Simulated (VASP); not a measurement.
Here is a VASP 6.6.1 calculation.

The input INCAR:

```
SYSTEM = Ta8N7
PREC = Accurate
ENCUT = 520
EDIFF = 1E-6
ISMEAR = 0
SIGMA = 0.1
LREAL = Auto
LASPH = .True.
NELM = 80
ALGO = Normal
ISIF = 2
LWAVE = .False.
LCHARG = .False.
GGA = PE
NBANDS = 74
```

The input KPOINTS:

```
Automatic mesh
0
Gamma
  5 5 5
  0 0 0
```

POSCAR

```
Ta8N7
1.0
    0.0000000000      0.0000000000     -5.7955432028
    2.9501846797     -5.1098697569      0.0000000000
   -5.9003693593      0.0000000000      0.0000000000
Ta N
8 7
Direct
    0.2484209081      0.1669798549      0.3330201451
    0.7515790919      0.1669798549      0.3330201451
    0.2484209081      0.6660402902      0.3330201451
    0.7515790919      0.6660402902      0.3330201451
    0.2484209081      0.1669798549      0.8339597098
    0.7515790919      0.1669798549      0.8339597098
    0.2517747563      0.6666666667      0.8333333333
    0.7482252437      0.6666666667      0.8333333333
    0.0000000000      0.0000000000      0.5000000000
    0.5000000000      0.4991379815      0.4982759630
    0.0000000000      0.4995586462      0.4991172923
    0.5000000000      0.0017240370      0.0008620185
    0.0000000000      0.0008827077      0.0004413538
    0.5000000000      0.4991379815      0.0008620185
    0.0000000000      0.4995586462      0.0004413538
```

Potentials or basis: VASP PAW PBE potentials, release 64 (Ta_pv, N).

Run with:

```sh
$ cat potpaw_PBE.64/Ta_pv/POTCAR potpaw_PBE.64/N/POTCAR > POTCAR
$ mpirun -np 1 vasp_std > vasp.out
```

(1) Predict the pressure.

(2) Predict the largest force.

## Answers

(1) 0.5 GPa.

(2) 0.019 eV/Å.
